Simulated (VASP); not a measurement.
Crystal: MnO.

```
CELL_PARAMETERS angstrom
0.00000 2.22938 2.22938
2.22938 0.00000 2.22938
2.22938 2.22938 0.00000
ATOMIC_POSITIONS crystal
Mn 0.00000 0.00000 0.00000
O 0.50000 0.50000 0.50000
```

Base run:

| Item | Value |
| --- | --- |
| Program | VASP 6.6.1 |
| Functional | PBE |
| Potentials or basis | VASP PAW PBE potentials, release 64 (Mn_pv, O) |
| Cutoff | 520 eV |
| k mesh | 12 × 12 × 12 |
| Occupations | gaussian, width 0.05 eV |
| Spin | collinear spin, ferromagnetic start |
| Starting moments | [5.0, 0.0] μB |
| Hubbard terms | Mn d U = 3.9 eV |

Its results: band gap on the k mesh 0.19 eV, indirect (least direct gap 2.63 eV); pressure 6.1 GPa; net moment 5.00 μB per cell; site moments Mn +4.62; O +0.15 μB.

Question: The run is repeated on the same cell with these changes: k mesh from 12 × 12 × 12 to 5 × 5 × 5; further incar settings from ALGO = Normal; EDIFF = 1e-07; NBANDS = 20 to ALGO = Normal; EDIFF = 1e-06; NBANDS = 20. What comes out?

Answer: Band gap on the k mesh 0.37 eV, indirect (least direct gap 2.62 eV); pressure 6.1 GPa; net moment 5.00 μB per cell; site moments Mn +4.62; O +0.15 μB.

Caveats: some runs use coarse meshes; a cell with one magnetic atom can't hold antiferromagnetic order, which such compounds often take.

A k mesh can miss the band edges.
